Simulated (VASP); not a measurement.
# Mg (P6/mmm) in VASP: further runs

The runs below take Mg through single point, with PBE.

Program: VASP 6.6.1. These are calculated values, not measurements. Logs are shortened: lines on timing, memory, paths and dates and some standing lists are left out, and cuts for length are marked.

**1. The cell of the first run**

It takes space group P6/mmm (No. 191, hexagonal). The conventional cell has a = 2.928 Å, b = 2.928 Å, c = 2.923 Å, α = 90.00°, β = 90.00°, γ = 120.00°. Mg (site symmetry 6/mmm) has 8 Mg at 2.92 to 2.93 Å within 3.8 Å.

This isn't the form of Mg at room conditions, which is hcp.

**2. Single point, PBE (strain -0.040 along x and y, -0.040 along z)**

The input, INCAR:

```
PREC = Accurate
ENCUT = 520
EDIFF = 1E-6
ISMEAR = 0
SIGMA = 0.15
LREAL = False
LASPH = True
NELM = 60
ALGO = Fast
ISIF = 2
LWAVE = False
LCHARG = False
GGA = PE
NBANDS = 7
```

The input, KPOINTS:

```
Automatic mesh
0
Gamma
  18 18 16
```

The input, POSCAR:

```
Mg
1.0
    2.9282878085      0.0000000000      0.0000000000
   -1.4641439043      2.5359716317      0.0000000000
    0.0000000000      0.0000000000      2.9230440672
Mg
1
Direct
    0.0000000000      0.0000000000      0.0000000000
```

Potentials or basis: VASP PAW PBE potentials, release 64 (Mg).

The run is started by

```sh
$ cat potpaw_PBE.64/Mg/POTCAR > POTCAR
$ mpirun -np 1 vasp_std > vasp.out
```

OUTCAR:

```text
PREC = Accurate
   ENCUT = 520
   EDIFF = 1E-6
   ISMEAR = 0
   LREAL = False
   LASPH = True
   NELM = 60
   ISIF = 2
   GGA = PE

 ion  position               nearest neighbor table
   1  0.000  0.000  0.000-

  LATTYP: Found a hexagonal cell.
 ALAT       =     2.9282878085
 C/A-ratio  =     0.9982092808

  Lattice vectors:

 A1 = (   2.9282878085,   0.0000000000,   0.0000000000)
 A2 = (  -1.4641439043,   2.5359716317,   0.0000000000)
 A3 = (   0.0000000000,   0.0000000000,   2.9230440672)

Analysis of symmetry for initial positions (statically):
=====================================================================
 Subroutine PRICEL returns:
 Original cell was already a primitive cell.

 Routine SETGRP: Setting up the symmetry group for a
 hexagonal supercell.

 Subroutine GETGRP returns: Found 24 space group operations
 (whereof 24 operations were pure point group operations)
 out of a pool of 24 trial point group operations.

The static configuration has the point symmetry D_6h.

Analysis of symmetry for dynamics (positions and initial velocities):
=====================================================================
 Subroutine PRICEL returns:
 Original cell was already a primitive cell.

 Routine SETGRP: Setting up the symmetry group for a
 hexagonal supercell.

 Subroutine GETGRP returns: Found 24 space group operations
 (whereof 24 operations were pure point group operations)
 out of a pool of 24 trial point group operations.

The dynamic configuration has the point symmetry D_6h.

 Subroutine INISYM returns: Found 24 space group operations
 (whereof 24 operations are pure point group operations),
 and found     1 'primitive' translations

----------------------------------------------------------------------------------------

                                     Primitive cell

  volume of cell :      21.7067

  direct lattice vectors                    reciprocal lattice vectors
     2.928287808  0.000000000  0.000000000     0.341496487  0.197163089  0.000000000
    -1.464143904  2.535971632  0.000000000     0.000000000  0.394326178  0.000000000
     0.000000000  0.000000000  2.923044067     0.000000000  0.000000000  0.342109109

  length of vectors
     2.928287808  2.928287808  2.923044067     0.394326178  0.394326178  0.342109109

  position of ions in fractional coordinates (direct lattice)
     0.000000000  0.000000000  0.000000000

  ion indices of the primitive-cell ions
   primitive index   ion index
                 1           1

----------------------------------------------------------------------------------------

 KPOINTS: Automatic mesh

Automatic generation of k-mesh.
 Grid dimensions read from file:
 generate k-points for:   18   18   16

 Generating k-lattice:

  Cartesian coordinates                     Fractional coordinates (reciprocal lattice)
     0.018972027  0.010953505  0.000000000     0.055555556 -0.000000000  0.000000000
     0.000000000  0.021907010  0.000000000     0.000000000  0.055555556  0.000000000
     0.000000000  0.000000000  0.021381819     0.000000000  0.000000000  0.062500000

  Length of vectors
     0.021907010  0.021907010  0.021381819

  Shift w.r.t. Gamma in fractional coordinates (k-lattice)
     0.000000000  0.000000000  0.000000000

 Subroutine IBZKPT returns following result:
 ===========================================

 Found    333 irreducible k-points:

 Following reciprocal coordinates:
            Coordinates               Weight
  0.000000  0.000000  0.000000      1.000000
  0.055556  0.000000  0.000000      6.000000
  0.111111  0.000000  0.000000      6.000000
  0.166667 -0.000000  0.000000      6.000000
  0.222222 -0.000000  0.000000      6.000000
  0.277778  0.000000  0.000000      6.000000
[... 16 lines left out ...]
  0.333333  0.111111  0.000000     12.000000
  0.388889  0.111111  0.000000     12.000000
 [... further k-points ...]
   k-points           NKPTS =    333   k-points in BZ     NKDIM =    333   number of bands    NBANDS=      7
   number of dos      NEDOS =    301   number of ions     NIONS =      1
   total plane-waves  NPLWV =  13824
   dimension x,y,z NGX =    24 NGY =   24 NGZ =   24
   dimension x,y,z NGXF=    48 NGYF=   48 NGZF=   48
   ions per type =               1
   NGX,Y,Z   is equivalent  to a cutoff of  13.63, 13.63, 13.65 a.u.
   NGXF,Y,Z  is equivalent  to a cutoff of  27.25, 27.25, 27.30 a.u.
 SYSTEM =  unknown system
   PREC   = accura    normal or accurate (medium, high low for compatibility)
   ISTART =      0    job   : 0-new  1-cont  2-samecut
   ICHARG =      2    charge: 1-file 2-atom 10-const
   ISPIN  =      1    spin polarized calculation?
   LNONCOLLINEAR =      F non collinear calculations
   LSORBIT =      F    spin-orbit coupling
   LASPH  =      T    aspherical Exc in radial PAW
   ENCUT  =  520.0 eV  38.22 Ry    6.18 a.u.   5.44  5.44  5.43*2*pi/ulx,y,z
   NELM   =     60;   NELMIN=  2; NELMDL= -5     # of ELM steps
   EDIFF  = 0.1E-05   stopping-criterion for ELM
   LREAL  =      F    real-space projection
   EDIFFG = 0.1E-04   stopping-criterion for IOM
   NSW    =      0    number of steps for IOM
   IBRION =     -1    ionic relax: 0-MD 1-quasi-New 2-CG
   NFREE  =      0    steps in history (QN), initial steepest desc. (CG)
   ISIF   =      2    stress and relaxation
   ISYM   =      2    0-nonsym 1-usesym 2-fastsym
   POTIM  = 0.5000    time-step for ionic-motion
   TEBEG  =    0.0;   TEEND  =   0.0 temperature during run
   PSTRESS=    0.0 pullay stress
   NELECT =       2.0000    total number of electrons
   NUPDOWN=      -1.0000    fix difference up-down
   EMIN   =  10.00;   EMAX   =-10.00  energy-range for DOS
   EFERMI =   0.00;   METHOD = LEGACY
   ISMEAR =     0;   SIGMA  =   0.15  broadening in eV -4-tet -1-fermi 0-gaus
   EFERMI_NEDOS =   21; number of points for ismear=-14 and -15
   IALGO  =     68    algorithm
   IMIX   =      4    mixing-type and parameters
     AMIX     =   0.40;   BMIX     =  1.00
     AMIX_MAG =   1.60;   BMIX_MAG =  1.00
  volume/ion in A,a.u.               =      21.71       146.48
  Fermi-wavevector in a.u.,A,eV,Ry     =   0.739413  1.397288  7.438732  0.546731
  Thomas-Fermi vector in A             =   1.833570
   LORBIT       =      0    0 simple, 1 ext, 2 COOP (PROOUT), +10 PAW based schemes
   GGA     = PE    functional components
   LHFCALC =     F    Hartree Fock is set to
   AEXX    =    0.0000 exact exchange contribution
   IVDW    =     0    specifies the selected vdW correction
   LEPSILON=     F    determine dielectric tensor
   LRPA    =     F    only Hartree local field effects (RPA)
 non-spin polarized calculation
 RMM-DIIS sequential band-by-band and
 Gauss-broadening in eV      SIGMA  =   0.15
  energy-cutoff  :      520.00
  volume of cell :       21.71
 maximum number of plane-waves:       611
 NGX is ok and might be reduce to    24
   NGX = 11   NGY = 11   NGZ = 11

 number of electron       2.0000000 magnetization

 Free energy of the ion-electron system (eV)
  ---------------------------------------------------
  ext. energy  EPLUGINS =         0.00000000
  ---------------------------------------------------
  free energy    TOTEN  =        -1.21487973 eV

  energy without entropy =       -1.21017960  energy(sigma->0) =       -1.21252966

 E-fermi :   2.9124     XC(G=0):  -8.6463

 val. band max:        2.9036709511   @ k =   0.3889   0.2222   0.2500
 cond. band min:       2.9192340743   @ k =   0.3889   0.0556   0.4375
 fundamental gap:      0.0155631232
 Fermi energy:         2.9123795506

 k-point     1 :       0.0000    0.0000    0.0000
  band No.  band energies     occupation
      1      -4.2567      2.00000
      2      11.3484      0.00000
      3      12.4664      0.00000
      4      16.2655      0.00000
      5      16.2655      0.00000
      6      17.9975      0.00000
      7      17.9975      0.00000

 k-point     2 :       0.0556    0.0000    0.0000
  band No.  band energies     occupation
      1      -4.1842      2.00000
      2      11.3468      0.00000
      3      12.5245      0.00000
      4      15.0499      0.00000
      5      15.8225      0.00000
      6      17.8869      0.00000
      7      18.5615      0.00000

 k-point     3 :       0.1111    0.0000    0.0000
  band No.  band energies     occupation
      1      -3.9671      2.00000
      2      11.2569      0.00000
      3      12.6987      0.00000
      4      13.3109      0.00000
      5      15.0811      0.00000
      6      17.4100      0.00000
      7      19.6648      0.00000

 k-point     4 :       0.1667   -0.0000    0.0000
  band No.  band energies     occupation
      1      -3.6066      2.00000
      2      10.5256      0.00000
      3      12.2281      0.00000
      4      12.9894      0.00000
      5      14.3749      0.00000
      6      16.9455      0.00000
      7      20.9707      0.00000

 k-point     5 :       0.2222   -0.0000    0.0000
  band No.  band energies     occupation
      1      -3.1044      2.00000
      2       8.9677      0.00000
      3      12.0201      0.00000
      4      13.3967      0.00000
      5      13.7615      0.00000
      6      16.6768      0.00000
      7      22.4157      0.00000

 k-point     6 :       0.2778    0.0000    0.0000
  band No.  band energies     occupation
      1      -2.4633      2.00000
      2       7.2953      0.00000
      3      11.9577      0.00000
      4      13.2547      0.00000
      5      13.9201      0.00000
      6      16.6940      0.00000
      7      22.6574      0.00000

 k-point     7 :       0.3333    0.0000    0.0000
  band No.  band energies     occupation
      1      -1.6866      2.00000
      2       5.6851      0.00000
      3      11.8720      0.00000
      4      12.8590      0.00000
      5      14.5573      0.00000
      6      17.0145      0.00000
      7      21.2053      0.00000
[... 121 lines left out ...]
 k-point    20 :       0.1667    0.1111    0.0000
  band No.  band energies     occupation
      1      -2.8901      2.00000
      2       9.1230      0.00000
      3      10.2337      0.00000
      4      13.5720      0.00000
      5      14.1446      0.00000
      6      18.4985      0.00000
      7      20.4676      0.00000

 k-point    21 :       0.2222    0.1111    0.0000
  band No.  band energies     occupation
      1      -2.2507      2.00000
      2       7.4604      0.00000
      3       9.7825      0.00000
      4      14.0965      0.00000
      5      14.4194      0.00000
      6      18.1510      0.00000
      7      21.9169      0.00000

 k-point    22 :       0.2778    0.1111    0.0000
  band No.  band energies     occupation
      1      -1.4762      2.00000
      2       5.8642      0.00000
      3       9.3994      0.00000
      4      14.7356      0.00000
      5      14.7478      0.00000
      6      18.0328      0.00000
      7      21.3703      0.00000

 k-point    23 :       0.3333    0.1111    0.0000
  band No.  band energies     occupation
      1      -0.5722      2.00000
      2       4.3646      0.00000
      3       9.1126      0.00000
      4      15.0049      0.00000
      5      15.4808      0.00000
      6      18.2162      0.00000
      7      20.0292      0.00000

 k-point    24 :       0.3889    0.1111    0.0000
  band No.  band energies     occupation
      1       0.4472      2.00000
      2       2.9852      0.49231
      3       8.9362      0.00000
      4      15.1384      0.00000
      5      16.2920      0.00000
      6      18.6490      0.00000
      7      18.8546      0.00000

 [... further k-points ...]

------------------------ aborting loop because EDIFF is reached ----------------------------------------

  FORCE on cell =-STRESS in cart. coord.  units (eV):
  Direction    XX          YY          ZZ          XY          YZ          ZX
  --------------------------------------------------------------------------------------
  -------------------------------------------------------------------------------------
  Total        0.9602674      0.9602674      0.6085973     -0.0000000     -0.0000000      0.0000000
  in kB       70.8776404     70.8776404     44.9207566     -0.0000000     -0.0000000      0.0000000
  external PRESSURE =      62.2253458 kB  Pullay stress =       0.0000000 kB

 VOLUME and BASIS-vectors are now :
 -----------------------------------------------------------------------------
  energy-cutoff  :      520.00
  volume of cell :       21.71
      direct lattice vectors                 reciprocal lattice vectors
     2.928287808  0.000000000  0.000000000     0.341496487  0.197163089  0.000000000
    -1.464143904  2.535971632  0.000000000     0.000000000  0.394326178  0.000000000
     0.000000000  0.000000000  2.923044067     0.000000000  0.000000000  0.342109109

 POSITION                                       TOTAL-FORCE (eV/Angst)
 -----------------------------------------------------------------------------------
      0.00000      0.00000      0.00000         0.000000      0.000000      0.000000
 -----------------------------------------------------------------------------------
    total drift:                                0.000000      0.000000      0.000000

  FREE ENERGIE OF THE ION-ELECTRON SYSTEM (eV)
  ---------------------------------------------------
  free  energy   TOTEN  =        -1.2148797252 eV

  energy  without entropy=       -1.2101795955  energy(sigma->0) =       -1.21252966
```

It took 9.3 s on 1 thread of Intel Xeon 6975P-C (Granite Rapids), shared host; peak memory 0.17 GiB.

Results:

```
Free energy            : -1.2149 eV
Pressure               : 6.2 GPa
Band gap on the k mesh : zero (bands 1 and 2 overlap by 5.98 eV)
```

Stress tensor (GPa, compression positive):
```
7.09 0.00 0.00
0.00 7.09 0.00
0.00 0.00 4.49
```

Caveat: the cell differs from its parent crystal (strain -0.040 along x and y, -0.040 along z); the cell stands under pressure.

**3. Single point, PBE (strain -0.080 along x and y, +0.080 along z)**

The input, INCAR:

```
PREC = Accurate ; ENCUT = 520
EDIFF = 1E-7 ; ISMEAR = 0
SIGMA = 0.15 ; LREAL = F
LASPH = T ; NELM = 80
ALGO = Fast ; ISIF = 2
LWAVE = F ; LCHARG = F
GGA = PE ; NBANDS = 7
```

KPOINTS is that of step 2.

The input, POSCAR:

```
Mg
1.0
    2.8062758165      0.0000000000      0.0000000000
   -1.4031379083      2.4303061471      0.0000000000
    0.0000000000      0.0000000000      3.2884245756
Mg
1
Direct
    0.0000000000      0.0000000000      0.0000000000
```

Potentials or basis: VASP PAW PBE potentials, release 64 (Mg).

The run is started by

```sh
$ cat potpaw_PBE.64/Mg/POTCAR > POTCAR
$ mpirun -np 1 vasp_std > vasp.out
```

Wall time 12 s (1 thread of Intel Xeon 6975P-C (Granite Rapids), shared host); peak memory 0.17 GiB.

The run converged. Its results:

| Quantity | Value |
| --- | --- |
| Free energy | -1.0995 eV |
| Pressure | 8.3 GPa |
| Band gap on the k mesh | zero (bands 1 and 2 overlap by 5.56 eV) |

Stress tensor (GPa, compression positive):
```
13.77  0.00  0.00
 0.00 13.77  0.00
 0.00  0.00 -2.57
```

Levels at points of the mesh, in eV from the Fermi level:
| k point | band 1 | band 2 | band 3 | band 4 |
| --- | --- | --- | --- | --- |
| (0.00, 0.00, 0.00) | -6.98 | 6.08 | 6.29 | 14.90 |
| (0.50, 0.00, 0.00) | -1.28 | -0.30 | 9.44 | 10.88 |
| (0.00, 0.00, 0.50) | -4.21 | -2.84 | 16.20 | 16.20 |
| (0.50, 0.00, 0.50) | 0.94 | 2.91 | 3.12 | 3.17 |

Caveat: the cell differs from its parent crystal (strain -0.080 along x and y, +0.080 along z); the cell stands under pressure.
